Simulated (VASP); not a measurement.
# NiSb (P6_3/mmc) in VASP: further runs

Runs on NiSb. Level: PBEsol. Tasks: relaxation of cell and atoms.

All numbers are computed with VASP 6.6.1; they aren't measurements. Logs are shortened: lines on timing, memory, paths and dates and some standing lists are left out, and cuts for length are marked.

**1. The cell of the first run**

Symmetry: P6_3/mmc, No. 194, hexagonal system. Conventional cell: a = 3.764 Å, b = 3.764 Å, c = 4.873 Å, α = 90.00°, β = 90.00°, γ = 120.00°. Within 3.2 Å of Ni (site symmetry -3m) lie 2 Ni at 2.44 Å and 6 Sb at 2.49 Å. Sb (site symmetry -6m2) has 6 Ni at 2.49 Å and 6 Sb at 3.26 Å within 3.3 Å.

**2. Relaxation of cell and atoms, PBEsol, target pressure 20 GPa, at which the enthalpy is minimised**

File INCAR:

```
PREC = Accurate ; ENCUT = 600
EDIFF = 1E-6 ; ISMEAR = 0
SIGMA = 0.1 ; LREAL = False
LASPH = True ; NELM = 100
ALGO = Normal ; ISIF = 3
LWAVE = False ; LCHARG = False
GGA = PS ; IBRION = 2
NSW = 70 ; EDIFFG = -0.008
PSTRESS = 200.0
```

File KPOINTS:

```
regular mesh
0
Gamma
  12 12 8
```

File POSCAR:

```
NiSb
1.0
    3.7638953258      0.0000000000      0.0000000000
   -1.8819476629      3.2596289693      0.0000000000
    0.0000000000      0.0000000000      4.8730266972
Ni Sb
2 2
Direct
    0.0000000000      0.0000000000      0.0000000000
    0.0000000000      0.0000000000      0.5000000000
    0.3333333333      0.6666666667      0.2500000000
    0.6666666667      0.3333333333      0.7500000000
```

Potentials or basis: VASP PAW PBE potentials, release 64 (Ni, Sb).

Started as:

```bash
$ cat potpaw_PBE.64/Ni/POTCAR potpaw_PBE.64/Sb/POTCAR > POTCAR
$ mpirun -np 1 vasp_std > vasp.out
```

OUTCAR:

```text
PREC = Accurate
   ENCUT = 600
   EDIFF = 1E-6
   ISMEAR = 0
   LREAL = False
   LASPH = True
   NELM = 100
   ISIF = 3
   GGA = PS
   IBRION = 2
   NSW = 70
   EDIFFG = -0.008
   PSTRESS = 200.0

 ion  position               nearest neighbor table
   1  0.000  0.000  0.000-   2 2.44   2 2.44   4 2.49   3 2.49   3 2.49   4 2.49   4 2.49   3 2.49

   2  0.000  0.000  0.500-   1 2.44   1 2.44   4 2.49   3 2.49   3 2.49   4 2.49   4 2.49   3 2.49

   3  0.333  0.667  0.250-   1 2.49   2 2.49   1 2.49   2 2.49   1 2.49   2 2.49   4 3.26   4 3.26
                             4 3.26   4 3.26   4 3.26   4 3.26
   4  0.667  0.333  0.750-   1 2.49   2 2.49   1 2.49   2 2.49   1 2.49   2 2.49   3 3.26   3 3.26
                             3 3.26   3 3.26   3 3.26   3 3.26

  LATTYP: Found a hexagonal cell.
 ALAT       =     3.7638953258
 C/A-ratio  =     1.2946764656

  Lattice vectors:

 A1 = (   3.7638953258,   0.0000000000,   0.0000000000)
 A2 = (  -1.8819476629,   3.2596289693,   0.0000000000)
 A3 = (   0.0000000000,   0.0000000000,   4.8730266972)

Analysis of symmetry for initial positions (statically):
=====================================================================
 Subroutine PRICEL returns:
 Original cell was already a primitive cell.

 Routine SETGRP: Setting up the symmetry group for a
 hexagonal supercell.

 Subroutine GETGRP returns: Found 24 space group operations
 (whereof 12 operations were pure point group operations)
 out of a pool of 24 trial point group operations.

The static configuration has the point symmetry D_3d.
 The point group associated with its full space group is D_6h.

Analysis of symmetry for dynamics (positions and initial velocities):
=====================================================================
 Subroutine PRICEL returns:
 Original cell was already a primitive cell.

 Routine SETGRP: Setting up the symmetry group for a
 hexagonal supercell.

 Subroutine GETGRP returns: Found 24 space group operations
 (whereof 12 operations were pure point group operations)
 out of a pool of 24 trial point group operations.

The dynamic configuration has the point symmetry D_3d.
 The point group associated with its full space group is D_6h.

 Subroutine INISYM returns: Found 24 space group operations
 (whereof 12 operations are pure point group operations),
 and found     1 'primitive' translations

----------------------------------------------------------------------------------------

                                     Primitive cell

  volume of cell :      59.7867

  direct lattice vectors                    reciprocal lattice vectors
     3.763895326  0.000000000  0.000000000     0.265682202  0.153391691  0.000000000
    -1.881947663  3.259628969  0.000000000     0.000000000  0.306783382  0.000000000
     0.000000000  0.000000000  4.873026697     0.000000000  0.000000000  0.205211271

  length of vectors
     3.763895326  3.763895326  4.873026697     0.306783382  0.306783382  0.205211271

  position of ions in fractional coordinates (direct lattice)
     0.000000000  0.000000000  0.000000000
     0.000000000  0.000000000  0.500000000
     0.333333333  0.666666667  0.250000000
     0.666666667  0.333333333  0.750000000

  ion indices of the primitive-cell ions
   primitive index   ion index
                 1           1
                 2           2
                 3           3
                 4           4

----------------------------------------------------------------------------------------

 KPOINTS: regular mesh

Automatic generation of k-mesh.
 Grid dimensions read from file:
 generate k-points for:   12   12    8

 Generating k-lattice:

  Cartesian coordinates                     Fractional coordinates (reciprocal lattice)
     0.022140184  0.012782641  0.000000000     0.083333333  0.000000000  0.000000000
     0.000000000  0.025565282  0.000000000     0.000000000  0.083333333  0.000000000
     0.000000000  0.000000000  0.025651409     0.000000000  0.000000000  0.125000000

  Length of vectors
     0.025565282  0.025565282  0.025651409

  Shift w.r.t. Gamma in fractional coordinates (k-lattice)
     0.000000000  0.000000000  0.000000000

 Subroutine IBZKPT returns following result:
 ===========================================

 Found     95 irreducible k-points:

 Following reciprocal coordinates:
            Coordinates               Weight
  0.000000  0.000000  0.000000      1.000000
  0.083333  0.000000  0.000000      6.000000
  0.166667  0.000000  0.000000      6.000000
  0.250000  0.000000  0.000000      6.000000
  0.333333  0.000000  0.000000      6.000000
  0.416667  0.000000  0.000000      6.000000
[... 16 lines left out ...]
  0.250000  0.000000  0.125000     12.000000
  0.333333  0.000000  0.125000     12.000000
 [... further k-points ...]
   k-points           NKPTS =     95   k-points in BZ     NKDIM =     95   number of bands    NBANDS=     19
   number of dos      NEDOS =    301   number of ions     NIONS =      4
   total plane-waves  NPLWV =  36000
   dimension x,y,z NGX =    30 NGY =   30 NGZ =   40
   dimension x,y,z NGXF=    60 NGYF=   60 NGZF=   80
   ions per type =               2   2
   NGX,Y,Z   is equivalent  to a cutoff of  13.25, 13.25, 13.65 a.u.
   NGXF,Y,Z  is equivalent  to a cutoff of  26.50, 26.50, 27.29 a.u.
 SYSTEM =  unknown system
   PREC   = accura    normal or accurate (medium, high low for compatibility)
   ISTART =      0    job   : 0-new  1-cont  2-samecut
   ICHARG =      2    charge: 1-file 2-atom 10-const
   ISPIN  =      1    spin polarized calculation?
   LNONCOLLINEAR =      F non collinear calculations
   LSORBIT =      F    spin-orbit coupling
   LASPH  =      T    aspherical Exc in radial PAW
   ENCUT  =  600.0 eV  44.10 Ry    6.64 a.u.   7.52  7.52  9.73*2*pi/ulx,y,z
   NELM   =    100;   NELMIN=  2; NELMDL= -5     # of ELM steps
   EDIFF  = 0.1E-05   stopping-criterion for ELM
   LREAL  =      F    real-space projection
   EDIFFG = -.8E-02   stopping-criterion for IOM
   NSW    =     70    number of steps for IOM
   IBRION =      2    ionic relax: 0-MD 1-quasi-New 2-CG
   NFREE  =      1    steps in history (QN), initial steepest desc. (CG)
   ISIF   =      3    stress and relaxation
   ISYM   =      2    0-nonsym 1-usesym 2-fastsym
   POTIM  = 0.5000    time-step for ionic-motion
   TEBEG  =    0.0;   TEEND  =   0.0 temperature during run
   PSTRESS=  200.0 pullay stress
   NELECT =      30.0000    total number of electrons
   NUPDOWN=      -1.0000    fix difference up-down
   EMIN   =  10.00;   EMAX   =-10.00  energy-range for DOS
   EFERMI =   0.00;   METHOD = LEGACY
   ISMEAR =     0;   SIGMA  =   0.10  broadening in eV -4-tet -1-fermi 0-gaus
   EFERMI_NEDOS =   21; number of points for ismear=-14 and -15
   IALGO  =     38    algorithm
   IMIX   =      4    mixing-type and parameters
     AMIX     =   0.40;   BMIX     =  1.00
     AMIX_MAG =   1.60;   BMIX_MAG =  1.00
  volume/ion in A,a.u.               =      14.95       100.87
  Fermi-wavevector in a.u.,A,eV,Ry     =   1.300909  2.458362 23.026031  1.692366
  Thomas-Fermi vector in A             =   2.432078
   LORBIT       =      0    0 simple, 1 ext, 2 COOP (PROOUT), +10 PAW based schemes
   GGA     = PS    functional components
   LHFCALC =     F    Hartree Fock is set to
   AEXX    =    0.0000 exact exchange contribution
   IVDW    =     0    specifies the selected vdW correction
   LEPSILON=     F    determine dielectric tensor
   LRPA    =     F    only Hartree local field effects (RPA)
 conjugate gradient relaxation of ions
 non-spin polarized calculation
 Gauss-broadening in eV      SIGMA  =   0.10
  energy-cutoff  :      600.00
  volume of cell :       59.79
 maximum number of plane-waves:      2020
   NGX = 15   NGY = 15   NGZ = 19

--------------------------------------- Ionic step        1  -------------------------------------------

 number of electron      30.0000014 magnetization

 Free energy of the ion-electron system (eV)
  ---------------------------------------------------
  ext. energy  EPLUGINS =         0.00000000
  ---------------------------------------------------
  free energy    TOTEN  =       -22.24676149 eV

  energy without entropy =      -22.23796552  energy(sigma->0) =      -22.24236351

------------------------ aborting loop because EDIFF is reached ----------------------------------------

  FORCE on cell =-STRESS in cart. coord.  units (eV):
  Direction    XX          YY          ZZ          XY          YZ          ZX
  --------------------------------------------------------------------------------------
  -------------------------------------------------------------------------------------
  Total        7.7548800      7.7548800      7.8339717      0.0000000     -0.0000000      0.0000000
  in kB      207.8170459    207.8170459    209.9365626      0.0000000     -0.0000000      0.0000000
  external PRESSURE =       8.5235515 kB  Pullay stress =     200.0000000 kB
[... 99 lines left out ...]
  FREE ENERGIE OF THE ION-ELECTRON SYSTEM (eV)
  ---------------------------------------------------
  free  energy   TOTEN  =       -22.2726723200 eV

  energy  without entropy=      -22.2638593388  energy(sigma->0) =      -22.26826583

  enthalpy is  TOTEN    =       -14.7840740185 eV   P V=        7.4885983016

[... ionic steps 4 to 7 ...]

--------------------------------------- Ionic step        8  -------------------------------------------

 number of electron      30.0000011 magnetization

------------------------ aborting loop because EDIFF is reached ----------------------------------------

  FORCE on cell =-STRESS in cart. coord.  units (eV):
  Direction    XX          YY          ZZ          XY          YZ          ZX
  --------------------------------------------------------------------------------------
  -------------------------------------------------------------------------------------
  Total        7.5429258      7.5429258      7.5638245      0.0000000     -0.0000000      0.0000000
  in kB      201.6654487    201.6654487    202.2241910      0.0000000     -0.0000000      0.0000000
  external PRESSURE =       1.8516961 kB  Pullay stress =     200.0000000 kB
[... 65 lines left out ...]
  enthalpy is  TOTEN    =       -14.7840817215 eV   P V=        7.4876096808

--------------------------------------- Ionic step       10  -------------------------------------------

 number of electron      30.0000010 magnetization

 Free energy of the ion-electron system (eV)
  ---------------------------------------------------
  ext. energy  EPLUGINS =         0.00000000
  ---------------------------------------------------
  free energy    TOTEN  =       -22.27241379 eV

  energy without entropy =      -22.26370483  energy(sigma->0) =      -22.26805931

 E-fermi :  12.0490     XC(G=0): -12.3266

 val. band max:       12.0349841986   @ k =   0.3333   0.2500   0.0000
 cond. band min:      12.0549771218   @ k =   0.4167   0.0000   0.0000
 fundamental gap:      0.0199929232
 Fermi energy:        12.0489823081

 k-point     1 :       0.0000    0.0000    0.0000
  band No.  band energies     occupation
      1      -2.2180      2.00000
      2       3.3201      2.00000
      3       4.8170      2.00000
      4       7.2930      2.00000
      5       7.2930      2.00000
      6       8.1011      2.00000
[... 11 lines left out ...]
     18      15.1814      0.00000
     19      16.7290      0.00000
[... 489 lines left out ...]
      3       5.5354      2.00000
      4       6.8152      2.00000
      5       7.6385      2.00000
      6       8.1190      2.00000
[... 11 lines left out ...]
     18      15.6933      0.00000
     19      16.0651      0.00000

 [... further k-points ...]
[... 5 lines left out ...]
  --------------------------------------------------------------------------------------
  -------------------------------------------------------------------------------------
  Total        7.4808838      7.4808838      7.4886571      0.0000000      0.0000000      0.0000000
  in kB      199.8014052    199.8014052    200.0090162      0.0000000      0.0000000      0.0000000
  external PRESSURE =      -0.1293911 kB  Pullay stress =     200.0000000 kB
[... 19 lines left out ...]
  FREE ENERGIE OF THE ION-ELECTRON SYSTEM (eV)
  ---------------------------------------------------
  free  energy   TOTEN  =       -22.2724137944 eV

  energy  without entropy=      -22.2637048268  energy(sigma->0) =      -22.26805931

  enthalpy is  TOTEN    =       -14.7840943125 eV   P V=        7.4883194820

 reached required accuracy - stopping structural energy minimisation
```

Wall time 9.7 min (1 thread of Intel Xeon Platinum 8259CL at 2.50GHz (Skylake/Cascade Lake), shared host); peak memory 0.28 GiB.

What came out:

| Quantity | Value |
| --- | --- |
| Free energy | -22.2724 eV |
| Relaxed volume | 15.00 Å³/atom |
| Relaxed cell | a = 3.767 Å, b = 3.767 Å, c = 4.882 Å, α = 90.00°, β = 90.00°, γ = 120.00° |
| Space group after relaxing (to 0.05 Å) | P6_3/mmc (No. 194) |
| Energy change on relaxing (the enthalpy is what falls) | -6.4 meV/atom |
| Ionic steps | 10 |
| Pressure after relaxing | 20.0 GPa |
| Band gap on the k mesh | zero (band 15 reaches 14.38 eV, above the bottom of band 16 at 10.39 eV) |

The path:
```tsv
step	energy change (eV)	largest force (eV/Å)	pressure (GPa)	volume (Å³)
1	0.0000	0.0000	20.85	59.79
2	-0.0840	0.0000	18.30	60.48
3	-0.0259	0.0000	20.03	59.99
4	-0.0271	0.0000	20.05	60.00
5	-0.0562	0.0000	19.10	60.24
6	-0.0291	0.0000	19.92	60.02
7	-0.0280	0.0000	19.88	60.01
8	-0.0179	0.0000	20.19	59.93
9	-0.0249	0.0000	20.05	59.98
10	-0.0257	0.0000	19.99	59.99
```

Final structure:
```xyz
4
Lattice="3.7667 0.0000 0.0000 -1.8833 3.2620 0.0000 0.0000 0.0000 4.8822" Properties=species:S:1:pos:R:3 pbc="T T T"
Ni    0.0000    0.0000    0.0000
Ni    0.0000    0.0000    2.4411
Sb    0.0000    2.1747    1.2206
Sb    1.8833    1.0873    3.6617
```

Levels at points of the mesh, in eV from the Fermi level:
| k point | band 13 | band 14 | band 15 | band 16 | band 17 | band 18 |
| --- | --- | --- | --- | --- | --- | --- |
| (0.00, 0.00, 0.00) | -0.08 | 0.58 | 0.58 | 2.77 | 2.77 | 3.13 |
| (0.50, 0.00, 0.00) | -2.01 | -1.77 | -1.68 | -0.18 | 1.27 | 3.40 |
| (0.00, 0.00, 0.50) | 0.67 | 0.67 | 2.33 | 2.33 | 2.33 | 2.33 |
| (0.50, 0.00, 0.50) | -2.30 | -2.30 | 0.07 | 0.07 | 2.06 | 2.06 |

Caveat: the cell is relaxed towards a set pressure, so the enthalpy falls and the energy may rise; the PAW data sets were made with another functional, which shifts forces and pressure a little; spin-orbit coupling is left out, which moves the levels of the heavy elements. Spin polarisation is off, so any magnetic state and its effect on volume and gap are missing.

(Continued in part 2 of 2.)
